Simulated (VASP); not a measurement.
# SiC (R3m) in VASP: a series of runs, part 2 of 2

VASP 6.6.1. The steps go on from the part before.

## Step 4: Single point, PBE

This run uses another cell than the first one, of 11.76 Å³/atom, 1.037 times its volume.

INCAR reads:

```
SYSTEM = SiC
PREC = Accurate
ENCUT = 520
EDIFF = 1E-6
ISMEAR = 0
SIGMA = 0.05
LREAL = .FALSE.
LASPH = .TRUE.
NELM = 80
ALGO = Normal
ISIF = 2
LWAVE = .FALSE.
LCHARG = .FALSE.
GGA = PE
NBANDS = 11
```

KPOINTS reads:

```
regular mesh
0
G
  12 12 12
  0 0 0
```

POSCAR reads:

```
SiC
1.0
    0.0000000000      2.2141401713      2.2141401713
    2.2141401713      0.0000000000      2.2141401713
    2.3373939742      2.3373939742     -0.1232538029
Si C
1 1
Direct
    0.0000000000      0.0000000000      0.0000000000
    0.7500000000      0.7500000000      0.7500000000
```

Potentials or basis: VASP PAW PBE potentials, release 64 (Si, C).

Launch:

```sh
> cat potpaw_PBE.64/Si/POTCAR potpaw_PBE.64/C/POTCAR > POTCAR
> mpirun -np 1 vasp_std > vasp.out
```

OUTCAR:

```text
SYSTEM = SiC
   PREC = Accurate
   ENCUT = 520
   EDIFF = 1E-6
   ISMEAR = 0
   LREAL = .FALSE.
   LASPH = .TRUE.
   NELM = 80
   ISIF = 2
   GGA = PE

 ion  position               nearest neighbor table
   1  0.000  0.000  0.000-   2 1.94   2 1.94   2 1.94   2 2.08
   2  0.750  0.750  0.750-   1 1.94   1 1.94   1 1.94   1 2.08

  LATTYP: Found a trigonal (rhomboedric) cell.
 ALAT       =     3.3078713217
 COS(alpha) =     0.5519638991

  Lattice vectors:

 A1 = (   2.3373939742,   0.1232538029,  -2.3373939742)
 A2 = (   0.1232538029,   2.3373939742,  -2.3373939742)
 A3 = (   2.3373939742,   2.3373939742,  -0.1232538029)

Analysis of symmetry for initial positions (statically):
=====================================================================
 Subroutine PRICEL returns:
 Original cell was already a primitive cell.

 Routine SETGRP: Setting up the symmetry group for a
 trigonal (rhombohedral) supercell.

 Subroutine GETGRP returns: Found  6 space group operations
 (whereof  6 operations were pure point group operations)
 out of a pool of 12 trial point group operations.

The static configuration has the point symmetry C_3v.

Analysis of symmetry for dynamics (positions and initial velocities):
=====================================================================
 Subroutine PRICEL returns:
 Original cell was already a primitive cell.

 Routine SETGRP: Setting up the symmetry group for a
 trigonal (rhombohedral) supercell.

 Subroutine GETGRP returns: Found  6 space group operations
 (whereof  6 operations were pure point group operations)
 out of a pool of 12 trial point group operations.

The dynamic configuration has the point symmetry C_3v.

 Subroutine INISYM returns: Found  6 space group operations
 (whereof  6 operations are pure point group operations),
 and found     1 'primitive' translations

----------------------------------------------------------------------------------------

                                     Primitive cell

  volume of cell :      23.5220

  direct lattice vectors                    reciprocal lattice vectors
     0.000000000  2.214140171  2.214140171    -0.220020317  0.231622272  0.220020317
     2.214140171  0.000000000  2.214140171     0.231622272 -0.220020317  0.220020317
     2.337393974  2.337393974 -0.123253803     0.208418361  0.208418361 -0.208418361

  length of vectors
     3.131267059  3.131267059  3.307871322     0.387900447  0.387900447  0.360991191

  position of ions in fractional coordinates (direct lattice)
     0.000000000  0.000000000  0.000000000
     0.750000000  0.750000000  0.750000000

  ion indices of the primitive-cell ions
   primitive index   ion index
                 1           1
                 2           2

----------------------------------------------------------------------------------------

 KPOINTS: regular mesh

Automatic generation of k-mesh.
 Grid dimensions read from file:
 generate k-points for:   12   12   12

 Generating k-lattice:

  Cartesian coordinates                     Fractional coordinates (reciprocal lattice)
    -0.018335026  0.019301856  0.018335026     0.083333333  0.000000000  0.000000000
     0.019301856 -0.018335026  0.018335026     0.000000000  0.083333333  0.000000000
     0.017368197  0.017368197 -0.017368197     0.000000000  0.000000000  0.083333333

  Length of vectors
     0.032325037  0.032325037  0.030082599

  Shift w.r.t. Gamma in fractional coordinates (k-lattice)
     0.000000000  0.000000000  0.000000000

 Subroutine IBZKPT returns following result:
 ===========================================

 Found    189 irreducible k-points:

 Following reciprocal coordinates:
            Coordinates               Weight
  0.000000  0.000000  0.000000      1.000000
  0.083333  0.000000  0.000000      6.000000
  0.166667  0.000000 -0.000000      6.000000
  0.250000  0.000000  0.000000      6.000000
  0.333333  0.000000  0.000000      6.000000
  0.416667  0.000000  0.000000      6.000000
[... 16 lines left out ...]
  0.500000  0.166667 -0.000000     12.000000
 -0.416667  0.166667 -0.000000     12.000000
 [... further k-points ...]
   k-points           NKPTS =    189   k-points in BZ     NKDIM =    189   number of bands    NBANDS=     11
   number of dos      NEDOS =    301   number of ions     NIONS =      2
   total plane-waves  NPLWV =  16128
   dimension x,y,z NGX =    24 NGY =   24 NGZ =   28
   dimension x,y,z NGXF=    48 NGYF=   48 NGZF=   56
   ions per type =               1   1
   NGX,Y,Z   is equivalent  to a cutoff of  12.74, 12.74, 14.07 a.u.
   NGXF,Y,Z  is equivalent  to a cutoff of  25.48, 25.48, 28.14 a.u.
 SYSTEM =  SiC
   PREC   = accura    normal or accurate (medium, high low for compatibility)
   ISTART =      0    job   : 0-new  1-cont  2-samecut
   ICHARG =      2    charge: 1-file 2-atom 10-const
   ISPIN  =      1    spin polarized calculation?
   LNONCOLLINEAR =      F non collinear calculations
   LSORBIT =      F    spin-orbit coupling
   LASPH  =      T    aspherical Exc in radial PAW
   ENCUT  =  520.0 eV  38.22 Ry    6.18 a.u.   5.82  5.82  6.15*2*pi/ulx,y,z
   NELM   =     80;   NELMIN=  2; NELMDL= -5     # of ELM steps
   EDIFF  = 0.1E-05   stopping-criterion for ELM
   LREAL  =      F    real-space projection
   EDIFFG = 0.1E-04   stopping-criterion for IOM
   NSW    =      0    number of steps for IOM
   IBRION =     -1    ionic relax: 0-MD 1-quasi-New 2-CG
   NFREE  =      0    steps in history (QN), initial steepest desc. (CG)
   ISIF   =      2    stress and relaxation
   ISYM   =      2    0-nonsym 1-usesym 2-fastsym
   POTIM  = 0.5000    time-step for ionic-motion
   TEBEG  =    0.0;   TEEND  =   0.0 temperature during run
   PSTRESS=    0.0 pullay stress
   NELECT =       8.0000    total number of electrons
   NUPDOWN=      -1.0000    fix difference up-down
   EMIN   =  10.00;   EMAX   =-10.00  energy-range for DOS
   EFERMI =   0.00;   METHOD = LEGACY
   ISMEAR =     0;   SIGMA  =   0.05  broadening in eV -4-tet -1-fermi 0-gaus
   EFERMI_NEDOS =   21; number of points for ismear=-14 and -15
   IALGO  =     38    algorithm
   IMIX   =      4    mixing-type and parameters
     AMIX     =   0.40;   BMIX     =  1.00
     AMIX_MAG =   1.60;   BMIX_MAG =  1.00
  volume/ion in A,a.u.               =      11.76        79.37
  Fermi-wavevector in a.u.,A,eV,Ry     =   1.142738  2.159462 17.767176  1.305851
  Thomas-Fermi vector in A             =   2.279435
   LORBIT       =      0    0 simple, 1 ext, 2 COOP (PROOUT), +10 PAW based schemes
   GGA     = PE    functional components
   LHFCALC =     F    Hartree Fock is set to
   AEXX    =    0.0000 exact exchange contribution
   IVDW    =     0    specifies the selected vdW correction
   LEPSILON=     F    determine dielectric tensor
   LRPA    =     F    only Hartree local field effects (RPA)
 non-spin polarized calculation
 Gauss-broadening in eV      SIGMA  =   0.05
  energy-cutoff  :      520.00
  volume of cell :       23.52
 maximum number of plane-waves:       649
   NGX = 11   NGY = 11   NGZ = 13

 number of electron       8.0000000 magnetization

 Free energy of the ion-electron system (eV)
  ---------------------------------------------------
  ext. energy  EPLUGINS =         0.00000000
  ---------------------------------------------------
  free energy    TOTEN  =       -14.77824511 eV

  energy without entropy =      -14.77824511  energy(sigma->0) =      -14.77824511

 E-fermi :   7.1213     XC(G=0): -10.8031

 val. band max:        6.8639059555   @ k =   0.0000   0.0000   0.0000
 cond. band min:       8.0968695057   @ k =   0.5000   0.5000  -0.0000
 fundamental gap:      1.2329635502
 Fermi energy:         7.1213321097

 k-point     1 :       0.0000    0.0000    0.0000
  band No.  band energies     occupation
      1      -7.7247      2.00000
      2       6.4374      2.00000
      3       6.8639      2.00000
      4       6.8639      2.00000
      5      10.4647      0.00000
      6      13.2495      0.00000
      7      13.7694      0.00000
      8      13.7694      0.00000
      9      20.5738      0.00000
     10      20.5738      0.00000
     11      21.3507      0.00000
[... 309 lines left out ...]
 k-point    24 :      -0.4167    0.1667   -0.0000
  band No.  band energies     occupation
      1      -4.1062      2.00000
      2      -0.6944      2.00000
      3       3.7568      2.00000
      4       5.1467      2.00000
      5      11.0040      0.00000
      6      13.1207      0.00000
      7      14.4881      0.00000
      8      16.8360      0.00000
      9      20.3197      0.00000
     10      21.2586      0.00000
     11      23.8756      0.00000

 [... further k-points ...]
[... 5 lines left out ...]
  --------------------------------------------------------------------------------------
  -------------------------------------------------------------------------------------
  Total       -2.6066620     -2.6066620     -2.6066620     -1.4313243      1.4313243      1.4313243
  in kB     -177.5501590   -177.5501590   -177.5501590    -97.4932130     97.4932130     97.4932130
  external PRESSURE =    -177.5501590 kB  Pullay stress =       0.0000000 kB

 VOLUME and BASIS-vectors are now :
 -----------------------------------------------------------------------------
  energy-cutoff  :      520.00
  volume of cell :       23.52
      direct lattice vectors                 reciprocal lattice vectors
     0.000000000  2.214140171  2.214140171    -0.220020317  0.231622272  0.220020317
     2.214140171  0.000000000  2.214140171     0.231622272 -0.220020317  0.220020317
     2.337393974  2.337393974 -0.123253803     0.208418361  0.208418361 -0.208418361

 POSITION                                       TOTAL-FORCE (eV/Angst)
 -----------------------------------------------------------------------------------
      0.00000      0.00000      0.00000        -0.008395     -0.008395      0.008395
      3.41365      3.41365      3.22877         0.008395      0.008395     -0.008395
 -----------------------------------------------------------------------------------
    total drift:                                0.000004      0.000004     -0.000004

  FREE ENERGIE OF THE ION-ELECTRON SYSTEM (eV)
  ---------------------------------------------------
  free  energy   TOTEN  =       -14.7782451084 eV

  energy  without entropy=      -14.7782451084  energy(sigma->0) =      -14.77824511
```

OSZICAR:

```text
N       E                     dE             d eps       ncg     rms          rms(c)
DAV:   1     0.399745454310E+01    0.39975E+01   -0.38298E+03  4262   0.605E+02
DAV:   2    -0.156717180891E+02   -0.19669E+02   -0.18704E+02  5287   0.105E+02
DAV:   3    -0.163484591772E+02   -0.67674E+00   -0.67548E+00  5146   0.167E+01
DAV:   4    -0.163514865662E+02   -0.30274E-02   -0.30271E-02  4706   0.141E+00
DAV:   5    -0.163515029541E+02   -0.16388E-04   -0.16388E-04  5114   0.977E-02    0.769E+00
DAV:   6    -0.148063256373E+02    0.15452E+01   -0.64891E+00  4623   0.107E+01    0.329E+00
DAV:   7    -0.147854149954E+02    0.20911E-01   -0.26047E-01  5025   0.306E+00    0.160E+00
DAV:   8    -0.147779992768E+02    0.74157E-02   -0.21344E-02  4713   0.966E-01    0.183E-01
DAV:   9    -0.147781173707E+02   -0.11809E-03   -0.24965E-03  5092   0.287E-01    0.107E-01
DAV:  10    -0.147782297930E+02   -0.11242E-03   -0.31545E-04  4566   0.109E-01    0.333E-02
DAV:  11    -0.147782442547E+02   -0.14462E-04   -0.49809E-05  4991   0.399E-02    0.134E-02
DAV:  12    -0.147782451084E+02   -0.85366E-06   -0.35688E-06  4901   0.121E-02
   1 F= -.14778245E+02 E0= -.14778245E+02  d E =-.100428E-15
```

stdout:

```text
POSCAR found type information on POSCAR SiC
 POSCAR found :  2 types and       2 ions
 scaLAPACK will be used
 LDA part: xc-table for (Slater+PW92), standard interpolation
 POSCAR, INCAR and KPOINTS ok, starting setup
 FFT: planning ... GRIDC
 FFT: planning ... GRID_SOFT
 FFT: planning ... GRID
 WAVECAR not read
 entering main loop
```

It took 26 s on 1 thread of AMD EPYC 9R45 (Zen 5), shared host; peak memory 0.14 GiB.

What came out:

* Free energy: -14.7782 eV
* Pressure: -17.8 GPa
* Largest force: 0.015 eV/Å
* Band gap on the k mesh: 1.23 eV, indirect (least direct gap 3.60 eV)

Forces in eV/Å, atoms in the order of the input:
```
Si  -0.008 -0.008  0.008
C    0.008  0.008 -0.008
```

Levels at points of the mesh, in eV from the valence-band top:
| k point | band 2 | band 3 | band 4 | band 5 | band 6 | band 7 |
| --- | --- | --- | --- | --- | --- | --- |
| (0.00, 0.00, 0.00) | -0.43 | 0.00 | 0.00 | 3.60 | 6.39 | 6.91 |
| (0.50, 0.00, 0.00) | -7.98 | -1.29 | -1.24 | 3.71 | 5.99 | 6.95 |
| (0.50, 0.50, 0.00) | -7.54 | -3.37 | -2.71 | 1.23 | 3.90 | 11.83 |
| (0.00, 0.00, 0.50) | -8.05 | -0.75 | -0.75 | 5.24 | 7.15 | 7.15 |

## Step 5: Single point, PBE

This run uses another cell than the first one, of 11.76 Å³/atom, 1.037 times its volume.

INCAR reads:

```
SYSTEM = SiC
PREC = Accurate ; ENCUT = 520
EDIFF = 1E-6 ; ISMEAR = 0
SIGMA = 0.05 ; LREAL = .False.
LASPH = .True. ; NELM = 80
ALGO = Normal ; ISIF = 2
LWAVE = .False. ; LCHARG = .False.
GGA = PE ; NBANDS = 11
```

KPOINTS reads:

```
regular mesh
0
Gamma
  12 12 12
  0 0 0
```

POSCAR reads:

```
SiC
1.0
    0.0000000000      2.3356845231      2.3356845231
    2.3356845231      0.0000000000      2.3356845231
    2.2157860509      2.2157860509      0.1198984722
Si C
1 1
Direct
    0.0000000000      0.0000000000      0.0000000000
    0.7500000000      0.7500000000      0.7500000000
```

Launch:

```sh
> cat potpaw_PBE.64/Si/POTCAR potpaw_PBE.64/C/POTCAR > POTCAR
> mpirun -np 1 vasp_std > vasp.out
```

Wall time 32 s (1 thread of AMD EPYC 9R45 (Zen 5), shared host); peak memory 0.15 GiB.

Results (log left out):

```
Free energy            : -14.7692 eV
Pressure               : -17.6 GPa
Largest force          : 0.511 eV/Å
Band gap on the k mesh : 1.21 eV, indirect (least direct gap 3.89 eV)
```

Forces on the atoms (eV/Å):
```
Si  -0.295 -0.295  0.295
C    0.295  0.295 -0.295
```

Stress tensor (GPa, compression positive):
```
-17.61  10.92 -10.92
 10.92 -17.61 -10.92
-10.92 -10.92 -17.61
```

Levels at points of the mesh, in eV from the valence-band top:
| k point | band 1 | band 2 | band 3 | band 4 | band 5 | band 6 | band 7 | band 8 |
| --- | --- | --- | --- | --- | --- | --- | --- | --- |
| (0.00, 0.00, 0.00) | -14.60 | -0.24 | -0.24 | 0.00 | 4.09 | 5.82 | 5.82 | 8.03 |
| (0.50, 0.00, 0.00) | -11.67 | -8.04 | -1.02 | -1.00 | 4.41 | 6.26 | 7.34 | 9.35 |
| (0.50, 0.50, 0.00) | -10.18 | -7.54 | -3.44 | -2.67 | 1.21 | 3.91 | 11.84 | 12.37 |
| (0.00, 0.00, 0.50) | -10.91 | -7.91 | -1.56 | -1.56 | 3.17 | 6.02 | 6.02 | 8.88 |

## Step 6: Overview

```tsv
cell	gap on the mesh (eV)	pressure (GPa)	largest force (eV/Å)
a = 3.263, b = 3.263, c = 3.098 Å, angles 58.2, 58.2, 60.0°, 2 atoms	1.16	-12.3	0.67
a = 3.094, b = 3.094, c = 3.268 Å, angles 61.8, 61.8, 60.0°, 2 atoms	1.19	-12.5	0.11
a = 3.131, b = 3.131, c = 3.308 Å, angles 61.8, 61.8, 60.0°, 2 atoms	1.23	-17.8	0.01
a = 3.303, b = 3.303, c = 3.136 Å, angles 58.2, 58.2, 60.0°, 2 atoms	1.21	-17.6	0.51
```

Alike in all rows: task single point; level PBE; potentials or basis VASP PAW PBE potentials, release 64 (Si, C); no spin polarisation; k mesh 12 × 12 × 12; cutoff (eV) 520; smearing gaussian 0.05 eV.

Total energies depend on the potentials used, so only differences within one code and one set of settings carry meaning.
